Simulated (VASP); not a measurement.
# Ga3Se (Pm-3m) in VASP: further runs

Ga3Se is run at these levels: PBE; tasks: single point.

All numbers are computed with VASP 6.6.1; they aren't measurements. Logs are shortened: lines on timing, memory, paths and dates and some standing lists are left out, and cuts for length are marked.

## 1. The cell of the first run

It takes space group Pm-3m (No. 221, cubic). The conventional cell has a = 4.432 Å, b = 4.432 Å, c = 4.432 Å, α = 90.00°, β = 90.00°, γ = 90.00°. Ga (site symmetry 4/mmm) has 8 Ga at 3.13 Å and 4 Se at 3.13 Å within 4.1 Å. Se (site symmetry m-3m) has 12 Ga at 3.13 Å within 4.1 Å.

## 2. Single point, PBE

Contents of INCAR:

```
ALGO = Normal
EDIFF = 1E-7
ENCUT = 520
GGA = PE
ISIF = 2
ISMEAR = 0
LASPH = T
LCHARG = F
LREAL = F
LWAVE = F
NBANDS = 30
NELM = 60
PREC = Accurate
SIGMA = 0.05
```

Contents of KPOINTS:

```
k-points
0
Gamma
  5 5 5
```

Contents of POSCAR:

```
Ga3Se
1.0
    4.4324650000      0.0000000000      0.0000000000
    0.0000000000      4.4324650000      0.0000000000
    0.0000000000      0.0000000000      4.4324650000
Ga Se
3 1
Direct
    0.0000000000      0.5000000000      0.5000000000
    0.5000000000      0.0000000000      0.5000000000
    0.5000000000      0.5000000000      0.0000000000
    0.0000000000      0.0000000000      0.0000000000
```

Potentials or basis: VASP PAW PBE potentials, release 64 (Ga_d, Se).

Command:

```bash
$ cat potpaw_PBE.64/Ga_d/POTCAR potpaw_PBE.64/Se/POTCAR > POTCAR
$ mpirun -np 1 vasp_std > vasp.out
```

OUTCAR:

```text
EDIFF = 1E-7
   ENCUT = 520
   GGA = PE
   ISIF = 2
   ISMEAR = 0
   LASPH = T
   LREAL = F
   NELM = 60
   PREC = Accurate

 ion  position               nearest neighbor table
   1  0.000  0.500  0.500-
   2  0.500  0.000  0.500-
   3  0.500  0.500  0.000-
   4  0.000  0.000  0.000-

  LATTYP: Found a simple cubic cell.
 ALAT       =     4.4324650000

  Lattice vectors:

 A1 = (   4.4324650000,   0.0000000000,   0.0000000000)
 A2 = (   0.0000000000,   4.4324650000,   0.0000000000)
 A3 = (   0.0000000000,   0.0000000000,   4.4324650000)

Analysis of symmetry for initial positions (statically):
=====================================================================
 Subroutine PRICEL returns:
 Original cell was already a primitive cell.

 Routine SETGRP: Setting up the symmetry group for a
 simple cubic supercell.

 Subroutine GETGRP returns: Found 48 space group operations
 (whereof 48 operations were pure point group operations)
 out of a pool of 48 trial point group operations.

The static configuration has the point symmetry O_h .

Analysis of symmetry for dynamics (positions and initial velocities):
=====================================================================
 Subroutine PRICEL returns:
 Original cell was already a primitive cell.

 Routine SETGRP: Setting up the symmetry group for a
 simple cubic supercell.

 Subroutine GETGRP returns: Found 48 space group operations
 (whereof 48 operations were pure point group operations)
 out of a pool of 48 trial point group operations.

The dynamic configuration has the point symmetry O_h .

 Subroutine INISYM returns: Found 48 space group operations
 (whereof 48 operations are pure point group operations),
 and found     1 'primitive' translations

----------------------------------------------------------------------------------------

                                     Primitive cell

  volume of cell :      87.0835

  direct lattice vectors                    reciprocal lattice vectors
     4.432465000  0.000000000  0.000000000     0.225608098  0.000000000  0.000000000
     0.000000000  4.432465000  0.000000000     0.000000000  0.225608098  0.000000000
     0.000000000  0.000000000  4.432465000     0.000000000  0.000000000  0.225608098

  length of vectors
     4.432465000  4.432465000  4.432465000     0.225608098  0.225608098  0.225608098

  position of ions in fractional coordinates (direct lattice)
     0.000000000  0.500000000  0.500000000
     0.500000000  0.000000000  0.500000000
     0.500000000  0.500000000  0.000000000
     0.000000000  0.000000000  0.000000000

  ion indices of the primitive-cell ions
   primitive index   ion index
                 1           1
                 2           2
                 3           3
                 4           4

----------------------------------------------------------------------------------------

 KPOINTS: k-points

Automatic generation of k-mesh.
 Grid dimensions read from file:
 generate k-points for:    5    5    5

 Generating k-lattice:

  Cartesian coordinates                     Fractional coordinates (reciprocal lattice)
     0.045121620  0.000000000  0.000000000     0.200000000  0.000000000  0.000000000
     0.000000000  0.045121620  0.000000000     0.000000000  0.200000000  0.000000000
     0.000000000  0.000000000  0.045121620     0.000000000  0.000000000  0.200000000

  Length of vectors
     0.045121620  0.045121620  0.045121620

  Shift w.r.t. Gamma in fractional coordinates (k-lattice)
     0.000000000  0.000000000  0.000000000

 Subroutine IBZKPT returns following result:
 ===========================================

 Found     10 irreducible k-points:

 Following reciprocal coordinates:
            Coordinates               Weight
  0.000000  0.000000  0.000000      1.000000
  0.200000  0.000000  0.000000      6.000000
  0.400000  0.000000  0.000000      6.000000
  0.200000  0.200000  0.000000     12.000000
  0.400000  0.200000  0.000000     24.000000
  0.400000  0.400000  0.000000     12.000000
  0.200000  0.200000  0.200000      8.000000
  0.400000  0.200000  0.200000     24.000000
  0.400000  0.400000  0.200000     24.000000
  0.400000  0.400000  0.400000      8.000000
   k-points           NKPTS =     10   k-points in BZ     NKDIM =     10   number of bands    NBANDS=     30
   number of dos      NEDOS =    301   number of ions     NIONS =      4
   total plane-waves  NPLWV =  46656
   dimension x,y,z NGX =    36 NGY =   36 NGZ =   36
   dimension x,y,z NGXF=    72 NGYF=   72 NGZF=   72
   ions per type =               3   1
   NGX,Y,Z   is equivalent  to a cutoff of  13.50, 13.50, 13.50 a.u.
   NGXF,Y,Z  is equivalent  to a cutoff of  27.00, 27.00, 27.00 a.u.
 SYSTEM =  unknown system
   PREC   = accura    normal or accurate (medium, high low for compatibility)
   ISTART =      0    job   : 0-new  1-cont  2-samecut
   ICHARG =      2    charge: 1-file 2-atom 10-const
   ISPIN  =      1    spin polarized calculation?
   LNONCOLLINEAR =      F non collinear calculations
   LSORBIT =      F    spin-orbit coupling
   LASPH  =      T    aspherical Exc in radial PAW
   ENCUT  =  520.0 eV  38.22 Ry    6.18 a.u.   8.24  8.24  8.24*2*pi/ulx,y,z
   NELM   =     60;   NELMIN=  2; NELMDL= -5     # of ELM steps
   EDIFF  = 0.1E-06   stopping-criterion for ELM
   LREAL  =      F    real-space projection
   EDIFFG = 0.1E-05   stopping-criterion for IOM
   NSW    =      0    number of steps for IOM
   IBRION =     -1    ionic relax: 0-MD 1-quasi-New 2-CG
   NFREE  =      0    steps in history (QN), initial steepest desc. (CG)
   ISIF   =      2    stress and relaxation
   ISYM   =      2    0-nonsym 1-usesym 2-fastsym
   POTIM  = 0.5000    time-step for ionic-motion
   TEBEG  =    0.0;   TEEND  =   0.0 temperature during run
   PSTRESS=    0.0 pullay stress
   NELECT =      45.0000    total number of electrons
   NUPDOWN=      -1.0000    fix difference up-down
   EMIN   =  10.00;   EMAX   =-10.00  energy-range for DOS
   EFERMI =   0.00;   METHOD = LEGACY
   ISMEAR =     0;   SIGMA  =   0.05  broadening in eV -4-tet -1-fermi 0-gaus
   EFERMI_NEDOS =   21; number of points for ismear=-14 and -15
   IALGO  =     38    algorithm
   IMIX   =      4    mixing-type and parameters
     AMIX     =   0.40;   BMIX     =  1.00
     AMIX_MAG =   1.60;   BMIX_MAG =  1.00
  volume/ion in A,a.u.               =      21.77       146.92
  Fermi-wavevector in a.u.,A,eV,Ry     =   1.313713  2.482557 23.481488  1.725841
  Thomas-Fermi vector in A             =   2.444016
   LORBIT       =      0    0 simple, 1 ext, 2 COOP (PROOUT), +10 PAW based schemes
   GGA     = PE    functional components
   LHFCALC =     F    Hartree Fock is set to
   AEXX    =    0.0000 exact exchange contribution
   IVDW    =     0    specifies the selected vdW correction
   LEPSILON=     F    determine dielectric tensor
   LRPA    =     F    only Hartree local field effects (RPA)
 non-spin polarized calculation
 Gauss-broadening in eV      SIGMA  =   0.05
  energy-cutoff  :      520.00
  volume of cell :       87.08
 maximum number of plane-waves:      2356
 NGX is ok and might be reduce to    36
   NGX = 17   NGY = 17   NGZ = 17

 number of electron      44.9999944 magnetization

 Free energy of the ion-electron system (eV)
  ---------------------------------------------------
  ext. energy  EPLUGINS =         0.00000000
  ---------------------------------------------------
  free energy    TOTEN  =       -12.33701287 eV

  energy without entropy =      -12.32801592  energy(sigma->0) =      -12.33251440

 E-fermi :   4.6530     XC(G=0): -10.2648

 val. band max:        4.6153902059   @ k =   0.4000   0.0000   0.0000
 cond. band min:       4.6671834311   @ k =   0.2000   0.2000   0.0000
 fundamental gap:      0.0517932252
 Fermi energy:         4.6530460398

 k-point     1 :       0.0000    0.0000    0.0000
  band No.  band energies     occupation
      1     -10.3937      2.00000
      2     -10.3760      2.00000
      3     -10.3760      2.00000
      4     -10.3760      2.00000
      5     -10.3318      2.00000
      6     -10.3318      2.00000
[... 22 lines left out ...]
     29      10.6553      0.00000
     30      11.7313      0.00000

 k-point     2 :       0.2000    0.0000    0.0000
  band No.  band energies     occupation
      1     -10.3715      2.00000
      2     -10.3701      2.00000
      3     -10.3570      2.00000
      4     -10.3570      2.00000
      5     -10.3289      2.00000
      6     -10.3182      2.00000
[... 22 lines left out ...]
     29      11.6274      0.00000
     30      12.0683      0.00000

 k-point     3 :       0.4000    0.0000    0.0000
  band No.  band energies     occupation
      1     -10.3634      2.00000
      2     -10.3304      2.00000
      3     -10.3103      2.00000
      4     -10.3103      2.00000
      5     -10.3101      2.00000
      6     -10.2882      2.00000
[... 22 lines left out ...]
     29      10.2267      0.00000
     30      11.1410      0.00000

 k-point     4 :       0.2000    0.2000    0.0000
  band No.  band energies     occupation
      1     -10.3596      2.00000
      2     -10.3595      2.00000
      3     -10.3456      2.00000
      4     -10.3386      2.00000
      5     -10.3211      2.00000
      6     -10.3069      2.00000
[... 22 lines left out ...]
     29      10.5463      0.00000
     30      11.2694      0.00000

 k-point     5 :       0.4000    0.2000    0.0000
  band No.  band energies     occupation
      1     -10.3468      2.00000
      2     -10.3325      2.00000
      3     -10.3143      2.00000
      4     -10.3077      2.00000
      5     -10.2964      2.00000
      6     -10.2860      2.00000
[... 22 lines left out ...]
     29       9.6356      0.00000
     30       9.7488      0.00000
[... 64 lines left out ...]
     29       9.9911      0.00000
     30      12.1097      0.00000

 k-point     8 :       0.4000    0.2000    0.2000
  band No.  band energies     occupation
      1     -10.3543      2.00000
      2     -10.3356      2.00000
      3     -10.3201      2.00000
      4     -10.3181      2.00000
      5     -10.2861      2.00000
      6     -10.2767      2.00000
[... 22 lines left out ...]
     29       9.8512      0.00000
     30      11.6811      0.00000

 k-point     9 :       0.4000    0.4000    0.2000
  band No.  band energies     occupation
      1     -10.3799      2.00000
      2     -10.3244      2.00000
      3     -10.3187      2.00000
      4     -10.3170      2.00000
      5     -10.3013      2.00000
      6     -10.2744      2.00000
[... 22 lines left out ...]
     29      10.7303      0.00000
     30      11.2790      0.00000

 k-point    10 :       0.4000    0.4000    0.4000
  band No.  band energies     occupation
      1     -10.4296      2.00000
      2     -10.3257      2.00000
      3     -10.3215      2.00000
      4     -10.3215      2.00000
      5     -10.3080      2.00000
      6     -10.3080      2.00000
[... 22 lines left out ...]
     29      12.4223      0.00000
     30      12.8693      0.00000

------------------------ aborting loop because EDIFF is reached ----------------------------------------

  FORCE on cell =-STRESS in cart. coord.  units (eV):
  Direction    XX          YY          ZZ          XY          YZ          ZX
  --------------------------------------------------------------------------------------
  -------------------------------------------------------------------------------------
  Total       -0.1446304     -0.1446304     -0.1446304     -0.0000000      0.0000000     -0.0000000
  in kB       -2.6609356     -2.6609356     -2.6609356     -0.0000000      0.0000000     -0.0000000
  external PRESSURE =      -2.6609356 kB  Pullay stress =       0.0000000 kB

 VOLUME and BASIS-vectors are now :
 -----------------------------------------------------------------------------
  energy-cutoff  :      520.00
  volume of cell :       87.08
      direct lattice vectors                 reciprocal lattice vectors
     4.432465000  0.000000000  0.000000000     0.225608098  0.000000000  0.000000000
     0.000000000  4.432465000  0.000000000     0.000000000  0.225608098  0.000000000
     0.000000000  0.000000000  4.432465000     0.000000000  0.000000000  0.225608098

 POSITION                                       TOTAL-FORCE (eV/Angst)
 -----------------------------------------------------------------------------------
      0.00000      2.21623      2.21623         0.000000      0.000000      0.000000
      2.21623      0.00000      2.21623         0.000000      0.000000      0.000000
      2.21623      2.21623      0.00000         0.000000      0.000000      0.000000
      0.00000      0.00000      0.00000         0.000000      0.000000      0.000000
 -----------------------------------------------------------------------------------
    total drift:                                0.000000      0.000000      0.000000

  FREE ENERGIE OF THE ION-ELECTRON SYSTEM (eV)
  ---------------------------------------------------
  free  energy   TOTEN  =       -12.3370128739 eV

  energy  without entropy=      -12.3280159197  energy(sigma->0) =      -12.33251440
```

Wall time 17 s (1 thread of Intel Xeon Platinum 8488C (Sapphire Rapids), shared host); peak memory 0.2 GiB.

Results:

```
Free energy : -12.3370 eV
Pressure    : -0.3 GPa
```

## 3. Single point, PBE

Contents of INCAR:

```
PREC     = Accurate       # precision mode
ENCUT    = 520            # plane-wave cutoff, eV
EDIFF    = 1E-6           # SCF threshold, eV
ISMEAR   = 0              # smearing method
SIGMA    = 0.1            # smearing width, eV
LREAL    = False          # projectors in reciprocal space
LASPH    = True           # aspherical terms in the spheres
NELM     = 100            # most SCF steps
ALGO     = Normal         # electronic algorithm
ISIF     = 2              # what is computed and relaxed
LWAVE    = False          # write WAVECAR
LCHARG   = False          # write CHGCAR
GGA      = PE             # functional
NBANDS   = 30             # bands
```

Contents of KPOINTS:

```
regular mesh
0
Gamma
  5 5 5
```

POSCAR is that of step 2.

Potentials or basis: VASP PAW PBE potentials, release 64 (Ga_d, Se).

Command:

```bash
$ cat potpaw_PBE.64/Ga_d/POTCAR potpaw_PBE.64/Se/POTCAR > POTCAR
$ mpirun -np 1 vasp_std > vasp.out
```

Run time: 18 s. Hardware: 1 thread of Intel Xeon Platinum 8488C (Sapphire Rapids), shared host; peak memory 0.2 GiB.

It converged, with:

- Free energy: -12.3470 eV
- Pressure: -0.2 GPa

Levels at points of the mesh, in eV from the Fermi level:
| k point | band 18 | band 19 | band 20 | band 21 | band 22 | band 23 | band 24 | band 25 | band 26 | band 27 |
| --- | --- | --- | --- | --- | --- | --- | --- | --- | --- | --- |
| (0.00, 0.00, 0.00) | -3.74 | -3.74 | -3.74 | -2.85 | -2.85 | 1.60 | 1.60 | 1.60 | 4.39 | 4.39 |

(Continued in part 2 of 2.)
